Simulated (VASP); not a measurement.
# InSb2 (P6/mmm) in VASP: single point with PBE

Aim: the single point of InSb2 with PBE.

All numbers are computed with VASP 6.6.1; they aren't measurements. Logs are shortened: lines on timing, memory, paths and dates and some standing lists are left out, and cuts for length are marked.

**1. The cell of the first run**

Symmetry: P6/mmm, No. 191, hexagonal system. The conventional cell has a = 4.625 Å, b = 4.625 Å, c = 8.896 Å, α = 90.00°, β = 90.00°, γ = 120.00°. In (site symmetry 6/mmm) has 8 Sb at 2.07 to 2.67 Å within 2.7 Å. In (site symmetry 6/mmm) has 2 Sb at 2.37 Å within 3.1 Å. Sb (site symmetry -6m2) has 9 Sb at 2.67 to 3.38 Å and 3 In at 2.67 Å within 3.5 Å. Within 2.7 Å of Sb (site symmetry 6mm) lie 2 In at 2.07 to 2.37 Å.

**2. Single point, PBE**

File INCAR:

```
PREC     = Accurate       # precision mode
ENCUT    = 520            # plane-wave cutoff, eV
EDIFF    = 1E-7           # SCF threshold, eV
ISMEAR   = 0              # smearing method
SIGMA    = 0.1            # smearing width, eV
LREAL    = False          # projectors in reciprocal space
LASPH    = True           # aspherical terms in the spheres
NELM     = 100            # most SCF steps
ALGO     = Normal         # electronic algorithm
ISIF     = 2              # what is computed and relaxed
LWAVE    = False          # write WAVECAR
LCHARG   = True           # write CHGCAR
GGA      = PE             # functional
LELF     = True           # ELF
LVHAR    = True         
NBANDS   = 32             # bands
```

File KPOINTS:

```
Automatic mesh
0
Gamma
  6 6 2
```

File POSCAR:

```
InSb2
1.0
    4.6248627400      0.0000000000      0.0000000000
   -2.3124313700      4.0052486200      0.0000000000
    0.0000000000      0.0000000000      8.8961718200
In Sb
2 4
Direct
    0.0000000000      0.0000000000      0.0000000000
    0.0000000000      0.0000000000      0.5000000000
    0.3333333300      0.6666666700      0.0000000000
    0.6666666700      0.3333333300      0.0000000000
    0.0000000000      0.0000000000      0.7667985100
    0.0000000000      0.0000000000      0.2332014900
```

Potentials or basis: VASP PAW PBE potentials, release 64 (In_d, Sb).

On the command line:

```sh
cat potpaw_PBE.64/In_d/POTCAR potpaw_PBE.64/Sb/POTCAR > POTCAR
mpirun -np 1 vasp_std > vasp.out
```

OUTCAR:

```text
PREC = Accurate
   ENCUT = 520
   EDIFF = 1E-7
   ISMEAR = 0
   LREAL = False
   LASPH = True
   NELM = 100
   ISIF = 2
   GGA = PE

 ion  position               nearest neighbor table
   1  0.000  0.000  0.000-   5 2.07   6 2.07   3 2.67   4 2.67   3 2.67   4 2.67   4 2.67   3 2.67

   2  0.000  0.000  0.500-   5 2.37   6 2.37
   3  0.333  0.667  0.000-   4 2.67   1 2.67   4 2.67   1 2.67   1 2.67   4 2.67   5 3.38   6 3.38
                             6 3.38   5 3.38   6 3.38   5 3.38
   4  0.667  0.333  0.000-   3 2.67   1 2.67   3 2.67   1 2.67   1 2.67   3 2.67   5 3.38   6 3.38
                             5 3.38   6 3.38   5 3.38   6 3.38
   5  0.000  0.000  0.767-   1 2.07   2 2.37   3 3.38   4 3.38   3 3.38   4 3.38   4 3.38   3 3.38

   6  0.000  0.000  0.233-   1 2.07   2 2.37   3 3.38   4 3.38   3 3.38   4 3.38   4 3.38   3 3.38

  LATTYP: Found a hexagonal cell.
 ALAT       =     4.6248627400
 C/A-ratio  =     1.9235536966

  Lattice vectors:

 A1 = (   4.6248627400,   0.0000000000,   0.0000000000)
 A2 = (  -2.3124313700,   4.0052486200,   0.0000000000)
 A3 = (   0.0000000000,   0.0000000000,   8.8961718200)

Analysis of symmetry for initial positions (statically):
=====================================================================
 Subroutine PRICEL returns:
 Original cell was already a primitive cell.

 Routine SETGRP: Setting up the symmetry group for a
 hexagonal supercell.

 Subroutine GETGRP returns: Found 24 space group operations
 (whereof 24 operations were pure point group operations)
 out of a pool of 24 trial point group operations.

The static configuration has the point symmetry D_6h.

Analysis of symmetry for dynamics (positions and initial velocities):
=====================================================================
 Subroutine PRICEL returns:
 Original cell was already a primitive cell.

 Routine SETGRP: Setting up the symmetry group for a
 hexagonal supercell.

 Subroutine GETGRP returns: Found 24 space group operations
 (whereof 24 operations were pure point group operations)
 out of a pool of 24 trial point group operations.

The dynamic configuration has the point symmetry D_6h.

 Subroutine INISYM returns: Found 24 space group operations
 (whereof 24 operations are pure point group operations),
 and found     1 'primitive' translations

----------------------------------------------------------------------------------------

                                     Primitive cell

  volume of cell :     164.7902

  direct lattice vectors                    reciprocal lattice vectors
     4.624862740  0.000000000  0.000000000     0.216222633  0.124836196  0.000000000
    -2.312431370  4.005248620  0.000000000     0.000000000  0.249672391  0.000000000
     0.000000000  0.000000000  8.896171820     0.000000000  0.000000000  0.112407901

  length of vectors
     4.624862740  4.624862738  8.896171820     0.249672391  0.249672391  0.112407901

  position of ions in fractional coordinates (direct lattice)
     0.000000000  0.000000000  0.000000000
     0.000000000  0.000000000  0.500000000
     0.333333330  0.666666670  0.000000000
     0.666666670  0.333333330  0.000000000
     0.000000000  0.000000000  0.766798510
     0.000000000  0.000000000  0.233201490

  ion indices of the primitive-cell ions
   primitive index   ion index
                 1           1
                 2           2
                 3           3
                 4           4
                 5           5
                 6           6

----------------------------------------------------------------------------------------

 KPOINTS: Automatic mesh

Automatic generation of k-mesh.
 Grid dimensions read from file:
 generate k-points for:    6    6    2

 Generating k-lattice:

  Cartesian coordinates                     Fractional coordinates (reciprocal lattice)
     0.036037106  0.020806033  0.000000000     0.166666667  0.000000000  0.000000000
     0.000000000  0.041612065  0.000000000     0.000000000  0.166666667  0.000000000
     0.000000000  0.000000000  0.056203950     0.000000000  0.000000000  0.500000000

  Length of vectors
     0.041612065  0.041612065  0.056203950

  Shift w.r.t. Gamma in fractional coordinates (k-lattice)
     0.000000000  0.000000000  0.000000000

 Subroutine IBZKPT returns following result:
 ===========================================

 Found     14 irreducible k-points:

 Following reciprocal coordinates:
            Coordinates               Weight
  0.000000  0.000000  0.000000      1.000000
  0.166667  0.000000  0.000000      6.000000
  0.333333  0.000000  0.000000      6.000000
  0.500000  0.000000  0.000000      3.000000
  0.166667  0.166667  0.000000      6.000000
  0.333333  0.166667  0.000000     12.000000
  0.333333  0.333333  0.000000      2.000000
  0.000000  0.000000  0.500000      1.000000
  0.166667  0.000000  0.500000      6.000000
  0.333333  0.000000  0.500000      6.000000
  0.500000  0.000000  0.500000      3.000000
  0.166667  0.166667  0.500000      6.000000
  0.333333  0.166667  0.500000     12.000000
  0.333333  0.333333  0.500000      2.000000
   k-points           NKPTS =     14   k-points in BZ     NKDIM =     14   number of bands    NBANDS=     32
   number of dos      NEDOS =    301   number of ions     NIONS =      6
   total plane-waves  NPLWV =  90720
   dimension x,y,z NGX =    36 NGY =   36 NGZ =   70
   dimension x,y,z NGXF=    72 NGYF=   72 NGZF=  140
   ions per type =               2   4
   NGX,Y,Z   is equivalent  to a cutoff of  12.94, 12.94, 13.08 a.u.
   NGXF,Y,Z  is equivalent  to a cutoff of  25.88, 25.88, 26.16 a.u.
 SYSTEM =  unknown system
   PREC   = accura    normal or accurate (medium, high low for compatibility)
   ISTART =      0    job   : 0-new  1-cont  2-samecut
   ICHARG =      2    charge: 1-file 2-atom 10-const
   ISPIN  =      1    spin polarized calculation?
   LNONCOLLINEAR =      F non collinear calculations
   LSORBIT =      F    spin-orbit coupling
   LASPH  =      T    aspherical Exc in radial PAW
   ENCUT  =  520.0 eV  38.22 Ry    6.18 a.u.   8.60  8.60 16.54*2*pi/ulx,y,z
   NELM   =    100;   NELMIN=  2; NELMDL= -5     # of ELM steps
   EDIFF  = 0.1E-06   stopping-criterion for ELM
   LREAL  =      F    real-space projection
   EDIFFG = 0.1E-05   stopping-criterion for IOM
   NSW    =      0    number of steps for IOM
   IBRION =     -1    ionic relax: 0-MD 1-quasi-New 2-CG
   NFREE  =      0    steps in history (QN), initial steepest desc. (CG)
   ISIF   =      2    stress and relaxation
   ISYM   =      2    0-nonsym 1-usesym 2-fastsym
   POTIM  = 0.5000    time-step for ionic-motion
   TEBEG  =    0.0;   TEEND  =   0.0 temperature during run
   PSTRESS=    0.0 pullay stress
   NELECT =      46.0000    total number of electrons
   NUPDOWN=      -1.0000    fix difference up-down
   EMIN   =  10.00;   EMAX   =-10.00  energy-range for DOS
   EFERMI =   0.00;   METHOD = LEGACY
   ISMEAR =     0;   SIGMA  =   0.10  broadening in eV -4-tet -1-fermi 0-gaus
   EFERMI_NEDOS =   21; number of points for ismear=-14 and -15
   IALGO  =     38    algorithm
   IMIX   =      4    mixing-type and parameters
     AMIX     =   0.40;   BMIX     =  1.00
     AMIX_MAG =   1.60;   BMIX_MAG =  1.00
  volume/ion in A,a.u.               =      27.47       185.34
  Fermi-wavevector in a.u.,A,eV,Ry     =   1.069917  2.021851 15.574907  1.144723
  Thomas-Fermi vector in A             =   2.205612
   LORBIT       =      0    0 simple, 1 ext, 2 COOP (PROOUT), +10 PAW based schemes
   GGA     = PE    functional components
   LHFCALC =     F    Hartree Fock is set to
   AEXX    =    0.0000 exact exchange contribution
   IVDW    =     0    specifies the selected vdW correction
   LEPSILON=     F    determine dielectric tensor
   LRPA    =     F    only Hartree local field effects (RPA)
 non-spin polarized calculation
 Gauss-broadening in eV      SIGMA  =   0.10
  energy-cutoff  :      520.00
  volume of cell :      164.79
 maximum number of plane-waves:      4467
 NGX is ok and might be reduce to    36
   NGX = 17   NGY = 17   NGZ = 33

 number of electron      46.0000001 magnetization

 Free energy of the ion-electron system (eV)
  ---------------------------------------------------
  ext. energy  EPLUGINS =         0.00000000
  ---------------------------------------------------
  free energy    TOTEN  =        -2.07845242 eV

  energy without entropy =       -2.05019848  energy(sigma->0) =       -2.06432545

 E-fermi :   7.6894     XC(G=0):  -9.4658

 val. band max:        7.6884964935   @ k =   0.3333   0.1667   0.0000
 cond. band min:       7.7906304087   @ k =   0.3333   0.1667   0.5000
 fundamental gap:      0.1021339152
 Fermi energy:         7.6893958718

 k-point     1 :       0.0000    0.0000    0.0000
  band No.  band energies     occupation
      1     -11.1963      2.00000
      2     -10.1244      2.00000
      3     -10.1244      2.00000
      4      -9.7911      2.00000
      5      -9.7911      2.00000
      6      -8.3473      2.00000
[... 24 lines left out ...]
     31      12.6168      0.00000
     32      12.6168      0.00000

 k-point     2 :       0.1667    0.0000    0.0000
  band No.  band energies     occupation
      1     -11.1903      2.00000
      2     -10.1307      2.00000
      3     -10.1247      2.00000
      4      -9.8005      2.00000
      5      -9.7658      2.00000
      6      -8.2592      2.00000
[... 24 lines left out ...]
     31      12.4661      0.00000
     32      13.0044      0.00000
[... 383 lines left out ...]
     31      12.6521      0.00000
     32      13.8415      0.00000

 k-point    14 :       0.3333    0.3333    0.5000
  band No.  band energies     occupation
      1     -11.1712      2.00000
      2     -10.1380      2.00000
      3     -10.1380      2.00000
      4      -9.7573      2.00000
      5      -9.7573      2.00000
      6      -8.1845      2.00000
[... 24 lines left out ...]
     31      13.8037      0.00000
     32      14.0534      0.00000

------------------------ aborting loop because EDIFF is reached ----------------------------------------

  FORCE on cell =-STRESS in cart. coord.  units (eV):
  Direction    XX          YY          ZZ          XY          YZ          ZX
  --------------------------------------------------------------------------------------
  -------------------------------------------------------------------------------------
  Total       38.7729474     38.7729473     96.2206114      0.0000000      0.0000000      0.0000000
  in kB      376.9709710    376.9709707    935.5073522      0.0000000      0.0000000      0.0000000
  external PRESSURE =     563.1497647 kB  Pullay stress =       0.0000000 kB

 VOLUME and BASIS-vectors are now :
 -----------------------------------------------------------------------------
  energy-cutoff  :      520.00
  volume of cell :      164.79
      direct lattice vectors                 reciprocal lattice vectors
     4.624862740  0.000000000  0.000000000     0.216222633  0.124836196  0.000000000
    -2.312431370  4.005248620  0.000000000     0.000000000  0.249672391  0.000000000
     0.000000000  0.000000000  8.896171820     0.000000000  0.000000000  0.112407901

 POSITION                                       TOTAL-FORCE (eV/Angst)
 -----------------------------------------------------------------------------------
      0.00000      0.00000      0.00000         0.000000      0.000000      0.000000
      0.00000      0.00000      4.44809         0.000000      0.000000      0.000000
     -0.00000      2.67017      0.00000        -0.000000      0.000000      0.000000
      2.31243      1.33508      0.00000         0.000000     -0.000000      0.000000
      0.00000      0.00000      6.82157         0.000000      0.000000    -14.612259
      0.00000      0.00000      2.07460        -0.000000      0.000000     14.612259
 -----------------------------------------------------------------------------------
    total drift:                               -0.000000      0.000000     -0.000000

  FREE ENERGIE OF THE ION-ELECTRON SYSTEM (eV)
  ---------------------------------------------------
  free  energy   TOTEN  =        -2.0784524152 eV

  energy  without entropy=       -2.0501984787  energy(sigma->0) =       -2.06432545
```

It took 89 s on 1 thread of Intel Xeon Platinum 8259CL at 2.50GHz (Skylake/Cascade Lake), shared host; peak memory 0.31 GiB.

What came out:

```
Free energy            : -2.0785 eV
Pressure               : 56.3 GPa
Largest force          : 14.612 eV/Å
Band gap on the k mesh : zero (band 23 reaches 7.69 eV, above the bottom of band 24 at 7.20 eV)
```

Forces on the atoms (eV/Å):
```
In    0.000   0.000   0.000
In    0.000   0.000   0.000
Sb    0.000   0.000   0.000
Sb    0.000   0.000   0.000
Sb    0.000   0.000 -14.612
Sb    0.000   0.000  14.612
```

Levels at points of the mesh, in eV from the Fermi level:
| k point | band 20 | band 21 | band 22 | band 23 | band 24 | band 25 | band 26 | band 27 |
| --- | --- | --- | --- | --- | --- | --- | --- | --- |
| (0.00, 0.00, 0.00) | -4.49 | -1.40 | -1.00 | -0.49 | -0.49 | 0.52 | 0.52 | 1.66 |
| (0.50, 0.00, 0.00) | -1.44 | -1.16 | -1.13 | -0.82 | 1.45 | 1.53 | 2.78 | 2.81 |
| (0.00, 0.00, 0.50) | -4.49 | -1.94 | -1.00 | -1.00 | 1.56 | 1.56 | 1.66 | 1.89 |
| (0.50, 0.00, 0.50) | -1.64 | -1.21 | -0.82 | -0.08 | 0.91 | 2.55 | 2.60 | 2.78 |

Caveat: spin-orbit coupling is left out, which moves the levels of the heavy elements; forces of over 1 eV/Å act on the atoms, so gaps and moduli don't describe the material at rest.
